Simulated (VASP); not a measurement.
Here is a VASP 6.6.1 calculation.

INCAR

```
  PREC = Accurate
  ENCUT = 520
  EDIFF = 1E-7
  ISMEAR = -1
  SIGMA = 0.05
  LREAL = F
  LASPH = T
  NELM = 60
  ALGO = Normal
  ISIF = 2
  LWAVE = F
  LCHARG = F
  GGA = PE
  NBANDS = 10
```

File KPOINTS:

```
regular mesh
0
Gamma
  14 14 14
```

POSCAR

```
Os
1.0
   -0.0194500000      1.9352750000      1.9352750000
    1.9352750000     -0.0194500000      1.9352750000
    1.9352750000      1.9352750000     -0.0194500000
Os
1
Direct
    0.0000000000      0.0000000000      0.0000000000
```

Potentials or basis: VASP PAW PBE potentials, release 64 (Os).

The run is started by

```console
$ cat potpaw_PBE.64/Os/POTCAR > POTCAR
$ mpirun -np 1 vasp_std > vasp.out
```

(1) Estimate the pressure.

(2) What does it give for the band gap on the k mesh?

Results:

(1) -9.6 GPa.

(2) zero (band 4 reaches 10.86 eV, above the bottom of band 5 at 7.43 eV).

Caveat: the cell differs from its parent crystal (equal xy, yz and zx shear strains of -1 %); spin-orbit coupling is left out, which moves the levels of the heavy elements.
